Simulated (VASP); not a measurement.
Input of a VASP 6.6.1 run:

The input INCAR:

```
SYSTEM = Se
ALGO = Fast
EDIFF = 1E-7
EDIFFG = -0.04
ENCUT = 600
GGA = PE
IBRION = 2
ISIF = 3
ISMEAR = 0
LASPH = .True.
LCHARG = .False.
LREAL = .False.
LWAVE = .False.
NELM = 80
NSW = 90
PREC = Accurate
SIGMA = 0.1
```

KPOINTS

```
k-points
0
Gamma
  4 4 4
  0 0 0
```

File POSCAR:

```
Se
1.0
    5.9801658726      0.0000000000      0.0000000000
    0.0000000000      5.9801658726      0.0000000000
    0.0000000000      0.0000000000      5.9801658726
Se
8
Direct
    0.5000000000      0.5000000000      0.5000000000
    0.0000000000      0.0000000000      0.0000000000
    0.2500000000      0.0000000000      0.5000000000
    0.5000000000      0.2500000000      0.0000000000
    0.5000000000      0.7500000000      0.0000000000
    0.7500000000      0.0000000000      0.5000000000
    0.0000000000      0.5000000000      0.7500000000
    0.0000000000      0.5000000000      0.2500000000
```

Potentials or basis: VASP PAW PBE potentials, release 64 (Se).

Launch:

```sh
$ cat potpaw_PBE.64/Se/POTCAR > POTCAR
$ mpirun -np 1 vasp_std > vasp.out
```

(1) Predict the relaxed cell.

(2) Predict the space group after relaxing (to 0.1 Å).

(3) What does it give for the relaxed volume?

## Answers

(1) a = 5.512 Å, b = 5.512 Å, c = 5.512 Å, α = 90.00°, β = 90.00°, γ = 90.00°.

(2) Pm-3n (No. 223).

(3) 20.93 Å³/atom.

Caveat: the volume moved by over 15 % at a fixed basis, so the end points are rough; the highest band is partly filled, so the run has too few bands.
